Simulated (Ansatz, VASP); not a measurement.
**Rh: VASP beside Ansatz**

INCAR

```
SYSTEM = Rh
ALGO = Fast
EDIFF = 1E-7
ENCUT = 520
GGA = RP
ISIF = 2
ISMEAR = -5
LASPH = .True.
LCHARG = .True.
LELF = .True.
LREAL = .False.
LVHAR = .True.
LWAVE = .False.
NBANDS = 14
NELM = 100
PREC = Accurate
SIGMA = 0.05
```

File KPOINTS:

```
k-points
0
Gamma
  12 12 12
  0 0 0
```

Contents of POSCAR:

```
Rh
1.0
    0.0000000000      1.8978500000      1.8978500000
    1.8978500000      0.0000000000      1.8978500000
    1.8978500000      1.8978500000      0.0000000000
Rh
1
Direct
    0.0000000000      0.0000000000      0.0000000000
```

Contents of input.yaml:

```yaml
crystal:
  lattice:
    - [0.0, 1.89785, 1.89785]
    - [1.89785, 0.0, 1.89785]
    - [1.89785, 1.89785, 0.0]
  atoms:
    - { symbol: Rh, position: [0.0, 0.0, 0.0] }
hamiltonian:
  xc: rpbe
  pseudopotentials: { kind: nc }
kpoints:
  mp_grid: { grid: [12, 12, 12] }
  band_path:
    path:
      - [[0.0, 0.0, 0.0], [0.5, 0.0, 0.5], [0.5, 0.25, 0.75], [0.375, 0.375, 0.75], [0.0, 0.0, 0.0], [0.5, 0.5, 0.5], [0.625, 0.25, 0.625], [0.5, 0.25, 0.75], [0.5, 0.5, 0.5], [0.375, 0.375, 0.75]]
      - [[0.625, 0.25, 0.625], [0.5, 0.0, 0.5]]
    npoints: 14
scf:
  occupations: { method: tetrahedron }
  n_extra_bands: 6
output:
  forces: true
  stress: true
  fatbands: true
  write_density: true
  write_potential: true
  elf: true
  volumetric_format: npy
```

Alike in both runs: functional RPBE; k mesh 12 × 12 × 12; occupations tetrahedron; no spin polarisation.

|  | VASP | Ansatz |
| --- | --- | --- |
| version | VASP 6.6.1 | Ansatz 0.2.0 |
| potentials or method | VASP PAW PBE potentials, release 64 (Rh_pv) | Ansatz NC |
| plane-wave cutoff (eV) | 520 | 1197 |
| valence electrons in the cell | 15 | 17 |
| task | single point | band structure |

|  | VASP | Ansatz | Ansatz less VASP |
| --- | --- | --- | --- |
| gap on the k mesh at the Fermi level (eV) | none | none | - |
| pressure (GPa) | 12.3 | 12.1 | -0.23 |

VASP's potentials were made for PBE, not for RPBE. A gap of «none» marks a metal or a gap that the smearing closes. VASP's potentials hold 15 valence electrons a cell and Ansatz's 17, so a difference there can come from the potentials and not from the codes.

Noted on Ansatz's run: the potentials were made for another functional, which shifts forces and pressure.
